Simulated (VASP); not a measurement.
SrO, 16 atoms in the cell. The typed cell holds 16 atoms: a = 7.154 Å, b = 7.154 Å, c = 7.208 Å, α = 75.64°, β = 60.25°, γ = 60.00°.  This cell differs from its parent crystal: dynamics (nve) at 800 K, volume x 1.02, from the last frame before.

- Program: VASP 6.6.1
- Task: single point
- Functional: PBEsol
- Potentials or basis: VASP PAW PBE potentials, release 64 (Sr_sv, O)
- Cutoff: 520 eV
- k mesh: 2 × 2 × 2, shifted
- Occupations: fermi-dirac, width 0.0689 eV
- Spin: no spin polarisation
- Dipole correction: no
- Further INCAR settings: LREAL = Auto; ALGO = Normal; EDIFF = 1e-07; NBANDS = 78

Potentials or basis: VASP PAW PBE potentials, release 64 (Sr_sv, O).

Command:

```console
$ cat potpaw_PBE.64/Sr_sv/POTCAR potpaw_PBE.64/O/POTCAR > POTCAR
$ mpirun -np 1 vasp_std > vasp.out
```

Hardware: 1 thread of Intel(R) Xeon(R) Platinum 8488C (Sapphire Rapids), on a shared host.

Estimate the wall time of this run.

Wall time 16 min on 1 thread of Intel(R) Xeon(R) Platinum 8488C (Sapphire Rapids) (shared host), peak memory 0.51 GiB. Counts: scf iterations 18, k points 16.
